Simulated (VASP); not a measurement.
A run of VASP 6.6.1 is set up as follows.

INCAR

```
ALGO     = Normal         # electronic algorithm
EDIFF    = 1E-6           # SCF threshold, eV
ENCUT    = 520            # plane-wave cutoff, eV
GGA      = PE             # functional
ISIF     = 2              # what is computed and relaxed
ISMEAR   = 0              # smearing method
LASPH    = True           # aspherical terms in the spheres
LCHARG   = True           # write CHGCAR
LELF     = True           # ELF
LREAL    = False          # projectors in reciprocal space
LVHAR    = True         
LWAVE    = False          # write WAVECAR
NBANDS   = 28             # bands
NELM     = 100            # most SCF steps
PREC     = Accurate       # precision mode
SIGMA    = 0.01           # smearing width, eV
```

File KPOINTS:

```
k-points
0
Gamma
  4 4 4
```

POSCAR

```
PbS
1.0
    2.0637484134     -5.8692756837      0.0000000000
    2.0637484134      5.8692756837      0.0000000000
    0.0000000000      0.0000000000      4.2604423684
Pb S
2 2
Direct
    0.8722772593      0.1277227407      0.7500000000
    0.1277227407      0.8722772593      0.2500000000
    0.6436799881      0.3563200119      0.7500000000
    0.3563200119      0.6436799881      0.2500000000
```

Potentials or basis: VASP PAW PBE potentials, release 64 (Pb_d, S).

Launch:

```sh
$ cat potpaw_PBE.64/Pb_d/POTCAR potpaw_PBE.64/S/POTCAR > POTCAR
$ mpirun -np 1 vasp_std > vasp.out
```

(1) Estimate the pressure.

(2) What does it give for the largest force?

## Answers

(1) 2.0 GPa.

(2) 0.091 eV/Å.
